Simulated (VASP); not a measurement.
# Se (P1) in VASP: single point with LDA

Aim: the single point of Se with LDA.

Program: VASP 6.6.1. These are calculated values, not measurements. Logs are shortened: lines on timing, memory, paths and dates and some standing lists are left out, and cuts for length are marked.

### 1 The cell of the first run

The typed cell holds 3 atoms: a = 4.229 Å, b = 4.295 Å, c = 3.487 Å, α = 91.42°, β = 90.13°, γ = 120.26°.

### 2 Single point, LDA, non-collinear spin, zero start, spin-orbit coupling

INCAR reads:

```
SYSTEM = Se
  ALGO = Normal
  EDIFF = 1E-6
  ENCUT = 520
  GGA_COMPAT = .False.
  ISIF = 2
  ISMEAR = -1
  LASPH = .True.
  LCHARG = .True.
  LORBIT = 11
  LORBMOM = .True.
  LREAL = .False.
  LSORBIT = .True.
  LVHAR = .True.
  LWAVE = .False.
  MAGMOM = 0 0 0 0 0 0 0 0 0
  NBANDS = 31
  NELM = 150
  PREC = Accurate
  SIGMA = 0.1
```

KPOINTS reads:

```
Automatic mesh
0
Gamma
  5 5 5
  0 0 0.5
```

POSCAR reads:

```
Se
1.0
   -0.0279443700      4.2291315400      0.0057271900
    3.7241363100     -2.1395152400     -0.0081878600
   -0.1093318400     -0.0040102400     -3.4855106600
Se
3
Direct
    0.3523020000      0.6635900000      0.3515520000
    0.7000670000      0.3538900000      0.6882290000
    0.9801160000      0.0044210000      0.0108930000
```

Potentials or basis: VASP PAW LDA potentials, release 64 (Se).

Command:

```console
> cat potpaw_LDA.64/Se/POTCAR > POTCAR
> mpirun -np 1 vasp_ncl > vasp.out
```

OUTCAR:

```text
SYSTEM = Se
   EDIFF = 1E-6
   ENCUT = 520
   ISIF = 2
   ISMEAR = -1
   LASPH = .True.
   LORBIT = 11
   LREAL = .False.
   LSORBIT = .True.
   NELM = 150
   PREC = Accurate

 ion  position               nearest neighbor table
   1  0.352  0.664  0.352-   3 2.61   2 2.67   3 2.69   2 2.71   2 2.79
   2  0.700  0.354  0.688-   3 2.61   3 2.64   1 2.67   1 2.71   1 2.79
   3  0.980  0.004  0.011-   1 2.61   2 2.61   2 2.64   1 2.69

  LATTYP: Found a triclinic cell.
 ALAT       =     4.2459789441
 B/A-ratio  =     0.9960548074
 C/A-ratio  =     0.8213011239
 COS(alpha) =     0.0022963226
 COS(beta)  =     0.0272791920
 COS(gamma) =     0.4863761917

  Lattice vectors:

 A1 = (   3.6961919400,   2.0896163000,  -0.0024606700)
 A2 = (  -0.0279443700,   4.2291315400,   0.0057271900)
 A3 = (   0.1093318400,   0.0040102400,   3.4855106600)

Analysis of symmetry for initial positions (statically):
=====================================================================
 Subroutine PRICEL returns:
 Original cell was already a primitive cell.

 Routine SETGRP: Setting up the symmetry group for a
 triclinic supercell.

 Subroutine GETGRP returns: Found  1 space group operations
 (whereof  1 operations were pure point group operations)
 out of a pool of  2 trial point group operations.

The static configuration has the point symmetry C_1 .

Analysis of symmetry for dynamics (positions and initial velocities):
=====================================================================
 Subroutine PRICEL returns:
 Original cell was already a primitive cell.

 Routine SETGRP: Setting up the symmetry group for a
 triclinic supercell.

 Subroutine GETGRP returns: Found  1 space group operations
 (whereof  1 operations were pure point group operations)
 out of a pool of  2 trial point group operations.

The dynamic configuration has the point symmetry C_1 .

Analysis of structural, dynamic, and magnetic symmetry:
=====================================================================
 Subroutine PRICEL returns:
 Original cell was already a primitive cell.

 Routine SETGRP: Setting up the symmetry group for a
 triclinic supercell.

 Subroutine GETGRP returns: Found  1 space group operations
 (whereof  1 operations were pure point group operations)
 out of a pool of  2 trial point group operations.

The overall configuration has the point symmetry C_1 .

 Subroutine INISYM returns: Found  1 space group operations
 (whereof  1 operations are pure point group operations),
 and found     1 'primitive' translations

----------------------------------------------------------------------------------------

                                     Primitive cell

  volume of cell :      54.6903

  direct lattice vectors                    reciprocal lattice vectors
    -0.027944370  4.229131540  0.005727190     0.136354571  0.237362303 -0.004550202
     3.724136310 -2.139515240 -0.008187860     0.269529773  0.001792394 -0.008456544
    -0.109331840 -0.004010240 -3.485510660    -0.000409106  0.000385810 -0.286889617

  length of vectors
     4.229227739  4.294971916  3.487227279     0.273777531  0.269668360  0.286890168

  position of ions in fractional coordinates (direct lattice)
     0.352302000  0.663590000  0.351552000
     0.700067000  0.353890000  0.688229000
     0.980116000  0.004421000  0.010893000

  ion indices of the primitive-cell ions
   primitive index   ion index
                 1           1
                 2           2
                 3           3

----------------------------------------------------------------------------------------

 KPOINTS: Automatic mesh

Automatic generation of k-mesh.
 Grid dimensions read from file:
 generate k-points for:    5    5    5

 Generating k-lattice:

  Cartesian coordinates                     Fractional coordinates (reciprocal lattice)
     0.027270914  0.047472461 -0.000910040     0.200000000 -0.000000000 -0.000000000
     0.053905955  0.000358479 -0.001691309    -0.000000000  0.200000000  0.000000000
    -0.000081821  0.000077162 -0.057377923    -0.000000000  0.000000000  0.200000000
[... 98 lines left out ...]

 Free energy of the ion-electron system (eV)
  ---------------------------------------------------
  ext. energy  EPLUGINS =         0.00000000
  ---------------------------------------------------
  free energy    TOTEN  =       -11.80295292 eV

  energy without entropy =      -11.76716035  energy(sigma->0) =      -11.78505663

 E-fermi :   7.1199     XC(G=0): -11.1897

 val. band max:        7.0758929686   @ k =  -0.2000   0.0000   0.1000
 cond. band min:       7.2063526454   @ k =   0.4000   0.0000   0.1000
 fundamental gap:      0.1304596768
 Fermi energy:         7.1198813599

 k-point     1 :      -0.0000   -0.0000    0.1000
  band No.  band energies     occupation
      1     -10.3221      1.00000
      2     -10.3221      1.00000
      3      -4.7278      1.00000
      4      -4.7277      1.00000
      5      -3.6779      1.00000
      6      -3.6778      1.00000
[... 781 lines left out ...]
     29      14.1505      0.00000
     30      14.1521      0.00000

 [... further k-points ...]

 [bands above 30 left out]

------------------------ aborting loop because EDIFF is reached ----------------------------------------

  FORCE on cell =-STRESS in cart. coord.  units (eV):
  Direction    XX          YY          ZZ          XY          YZ          ZX
  --------------------------------------------------------------------------------------
  -------------------------------------------------------------------------------------
  Total        2.4612646      2.5535665      4.9621721      0.0420501     -0.0393554     -0.5456642
  in kB       72.1038900     74.8079185    145.3691403      1.2318786     -1.1529338    -15.9854857
  external PRESSURE =      97.4269829 kB  Pullay stress =       0.0000000 kB

 VOLUME and BASIS-vectors are now :
 -----------------------------------------------------------------------------
  energy-cutoff  :      520.00
  volume of cell :       54.69
      direct lattice vectors                 reciprocal lattice vectors
    -0.027944370  4.229131540  0.005727190     0.136354571  0.237362303 -0.004550202
     3.724136310 -2.139515240 -0.008187860     0.269529773  0.001792394 -0.008456544
    -0.109331840 -0.004010240 -3.485510660    -0.000409106  0.000385810 -0.286889617

 POSITION                                       TOTAL-FORCE (eV/Angst)
 -----------------------------------------------------------------------------------
      2.42302      0.06876     -1.22875         0.235799     -0.313129      0.039163
      1.22313      2.20076     -2.39772        -0.294963     -0.335827      0.133611
     -0.01212      4.13554     -0.03239         0.059165      0.648956     -0.172774
 -----------------------------------------------------------------------------------
    total drift:                                0.000107      0.000148      0.000094

  FREE ENERGIE OF THE ION-ELECTRON SYSTEM (eV)
  ---------------------------------------------------
  free  energy   TOTEN  =       -11.8029529150 eV

  energy  without entropy=      -11.7671603518  energy(sigma->0) =      -11.78505663

 orbital moment (x)

 # of ion     p       d       tot
 ----------------------------------------
  1        -0.000  -0.000  -0.000
  2         0.000  -0.000   0.000
  3        -0.000  -0.000  -0.000
 ----------------------------------------
           -0.000  -0.000  -0.000

 orbital moment (y)

 # of ion     p       d       tot
 ----------------------------------------
  1        -0.000  -0.000  -0.000
  2        -0.000  -0.000  -0.000
  3        -0.000  -0.000  -0.000
 ----------------------------------------
           -0.000  -0.000  -0.000

 orbital moment (z)

 # of ion     p       d       tot
 ----------------------------------------
  1        -0.000  -0.000  -0.000
  2         0.000   0.000   0.000
  3         0.000   0.000   0.000
 ----------------------------------------
            0.000   0.000   0.000

 Spin-Orbit-Coupling matrix elements

 Ion:    1  E_soc:     -0.0515323
 l=   1
     0.0000000    -0.0084543    -0.0084827
    -0.0084543     0.0000000    -0.0087922
    -0.0084827    -0.0087922     0.0000000
 l=   2
     0.0000000    -0.0000031     0.0000000    -0.0000036    -0.0000098
    -0.0000031     0.0000000    -0.0000059    -0.0000028    -0.0000027
     0.0000000    -0.0000059     0.0000000    -0.0000061     0.0000000
    -0.0000036    -0.0000028    -0.0000061     0.0000000    -0.0000031
    -0.0000098    -0.0000027     0.0000000    -0.0000031     0.0000000
 l=   3
     0.0000000     0.0000000     0.0000000     0.0000000     0.0000000     0.0000000     0.0000000
     0.0000000     0.0000000     0.0000000     0.0000000     0.0000000     0.0000000     0.0000000
     0.0000000     0.0000000     0.0000000     0.0000000     0.0000000     0.0000000     0.0000000
     0.0000000     0.0000000     0.0000000     0.0000000     0.0000000     0.0000000     0.0000000
[... 29 lines left out ...]
 l=   2
     0.0000000    -0.0000033     0.0000000    -0.0000039    -0.0000096
    -0.0000033     0.0000000    -0.0000046    -0.0000026    -0.0000022
     0.0000000    -0.0000046     0.0000000    -0.0000053     0.0000000
    -0.0000039    -0.0000026    -0.0000053     0.0000000    -0.0000029
    -0.0000096    -0.0000022     0.0000000    -0.0000029     0.0000000
 l=   3
     0.0000000     0.0000000     0.0000000     0.0000000     0.0000000     0.0000000     0.0000000
     0.0000000     0.0000000     0.0000000     0.0000000     0.0000000     0.0000000     0.0000000
     0.0000000     0.0000000     0.0000000     0.0000000     0.0000000     0.0000000     0.0000000
     0.0000000     0.0000000     0.0000000     0.0000000     0.0000000     0.0000000     0.0000000
     0.0000000     0.0000000     0.0000000     0.0000000     0.0000000     0.0000000     0.0000000
     0.0000000     0.0000000     0.0000000     0.0000000     0.0000000     0.0000000     0.0000000
     0.0000000     0.0000000     0.0000000     0.0000000     0.0000000     0.0000000     0.0000000

 total charge

# of ion       s       p       d       tot
------------------------------------------
    1        1.544   2.122   0.079   3.744
    2        1.544   2.119   0.081   3.744
    3        1.542   2.124   0.082   3.747
--------------------------------------------------
tot          4.629   6.365   0.241  11.235

 magnetization (x)

# of ion       s       p       d       tot
------------------------------------------
    1       -0.000   0.000  -0.000   0.000
    2       -0.000  -0.000   0.000  -0.000
    3        0.000  -0.000  -0.000  -0.000
--------------------------------------------------
tot         -0.000  -0.000   0.000  -0.000

 magnetization (y)

# of ion       s       p       d       tot
------------------------------------------
    1       -0.000   0.000   0.000   0.000
    2        0.000   0.000   0.000   0.000
    3        0.000   0.000   0.000   0.000
--------------------------------------------------
tot          0.000   0.000   0.000   0.000

 magnetization (z)

# of ion       s       p       d       tot
------------------------------------------
    1        0.000  -0.000   0.000  -0.000
    2        0.000   0.000   0.000   0.000
    3       -0.000   0.000   0.000   0.000
--------------------------------------------------
tot          0.000   0.000   0.000   0.000
```

Wall time 8.2 min (1 thread of AMD EPYC 7R13 (Zen 3), shared host); peak memory 0.37 GiB.

Results:

```
Free energy                                           : -11.8030 eV
Pressure                                              : 9.7 GPa
Largest force                                         : 0.674 eV/Å
Net moment                                            : 0.00 μB per cell
Valence electrons inside the program's atomic spheres : Se 3.74, 3.75
```

Forces in eV/Å, atoms in the order of the input:
```
Se   0.236 -0.313  0.039
Se  -0.295 -0.336  0.134
Se   0.059  0.649 -0.173
```

Stress tensor (GPa, compression positive):
```
 7.21  0.12 -1.60
 0.12  7.48 -0.12
-1.60 -0.12 14.54
```

Moments on the atoms (μB; x, y, z):
```
Se  0.00 0.00 0.00
Se  0.00 0.00 0.00
Se  0.00 0.00 0.00
```

Caveat: the k points lie up to 0.36 Å⁻¹ apart.
